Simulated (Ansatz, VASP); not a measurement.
**Se: VASP beside Ansatz**

```
Se
1.0
     4.00250    0.00000    0.00000
    -2.00125    3.46627    0.00000
     0.00000    0.00000    5.29731
Se
3
Direct
  0.26271 0.00000 0.33333
  0.00000 0.26271 0.66667
  0.73729 0.73729 0.00000
```

Alike in both runs: task single point; functional PBE; dispersion D3(BJ); k mesh 9 × 9 × 8; occupations gaussian, width 0.05 eV; no spin polarisation.

```csv
,VASP,Ansatz
version,VASP 6.6.1,Ansatz 0.2.0
potentials or method,"VASP PAW PBE potentials, release 64 (Se), cutoff 520 eV","scalar-relativistic, plane waves, PAW"
valence electrons in the cell,18,48
```

|  | VASP | Ansatz | Ansatz less VASP |
| --- | --- | --- | --- |
| gap on the k mesh at the Fermi level (eV) | 0.23 | 0.24 | +0.006 |
| least direct gap on the mesh (eV) | 0.23 | 0.24 | +0.006 |
| pressure (GPa) | -3.3 | -3.3 | -0.05 |
| traceless stress, the component that is largest in VASP (GPa) | -1.56 | -1.58 | -0.022 |
| rms of the force components (eV/Å) | 0.276 | 0.282 | +0.0059 |

Atom by atom the forces differ by 0.006 eV/Å (rms over components). VASP's potentials hold 18 valence electrons a cell and Ansatz's 48, so a difference there can come from the potentials and not from the codes.
